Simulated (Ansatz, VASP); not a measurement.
**ZnS: VASP beside Ansatz**

INCAR

```
PREC = Accurate ; ENCUT = 520
EDIFF = 1E-6 ; ISMEAR = 0
SIGMA = 0.05 ; LREAL = F
LASPH = T ; NELM = 80
ALGO = Normal ; ISIF = 2
LWAVE = F ; LCHARG = F
GGA = PE ; NBANDS = 46
```

Contents of KPOINTS:

```
regular mesh
0
Gamma
  12 12 2
```

The input POSCAR:

```
ZnS
1.0
    3.8454929876      0.0000000000      0.0000000000
   -1.9227464938      3.3302946173      0.0000000000
    0.0000000000      0.0000000000     12.6106666232
Zn S
4 4
Direct
    0.3561050863      0.6666666667      0.0026098951
    0.3105615804      0.6666666667      0.5026098951
    0.6653322008      0.3333333333      0.2526098951
    0.6680011325      0.3333333333      0.7526098951
    0.3333333333      0.6666666667      0.1898901049
    0.3333333333      0.6666666667      0.6898901049
    0.7186756030      0.3333333333      0.4398901049
    0.6146577303      0.3333333333      0.9398901049
```

Input for Ansatz:

```yaml
crystal:
  lattice:
    - [3.8454929876, 0.0, 0.0]
    - [-1.9227464938, 3.3302946173, 0.0]
    - [0.0, 0.0, 12.6106666232]
  atoms:
    - { symbol: Zn, position: [0.3561050863, 0.6666666667, 0.0026098951] }
    - { symbol: Zn, position: [0.3105615804, 0.6666666667, 0.5026098951] }
    - { symbol: Zn, position: [0.6653322008, 0.3333333333, 0.2526098951] }
    - { symbol: Zn, position: [0.6680011325, 0.3333333333, 0.7526098951] }
    - { symbol: S, position: [0.3333333333, 0.6666666667, 0.1898901049] }
    - { symbol: S, position: [0.3333333333, 0.6666666667, 0.6898901049] }
    - { symbol: S, position: [0.718675603, 0.3333333333, 0.4398901049] }
    - { symbol: S, position: [0.6146577303, 0.3333333333, 0.9398901049] }
basis:
  ecutwfc: 420
kpoints:
  mp_grid: { grid: [12, 12, 2] }
hamiltonian:
  xc: pbe
scf:
  occupations: { method: gaussian, width: 0.05 }
output:
  forces: true
  stress: true
  eigenvalues: true
```

Change from the starting cell: mode 16 (264.4 1/cm) frozen in, largest displacement -0.200 Å.

Alike in both runs: task single point; functional PBE; k mesh 12 × 12 × 2; occupations gaussian, width 0.05 eV; no spin polarisation.

|  | VASP | Ansatz |
| --- | --- | --- |
| version | VASP 6.6.1 | Ansatz 0.2.0 |
| potentials or method | VASP PAW PBE potentials, release 64 (Zn, S), cutoff 520 eV | scalar-relativistic, plane waves, PAW |
| valence electrons in the cell | 72 | 72 |

|  | VASP | Ansatz | Ansatz less VASP |
| --- | --- | --- | --- |
| gap on the k mesh at the Fermi level (eV) | 2.05 | 2.05 | -0.006 |
| least direct gap on the mesh (eV) | 2.05 | 2.05 | -0.006 |
| pressure (GPa) | 1.6 | 1.4 | -0.14 |
| traceless stress, the component that is largest in VASP (GPa) | 1.23 | 1.23 | +0.001 |
| rms of the force components (eV/Å) | 0.818 | 0.814 | -0.0046 |

Atom by atom the forces differ by 0.005 eV/Å (rms over components).
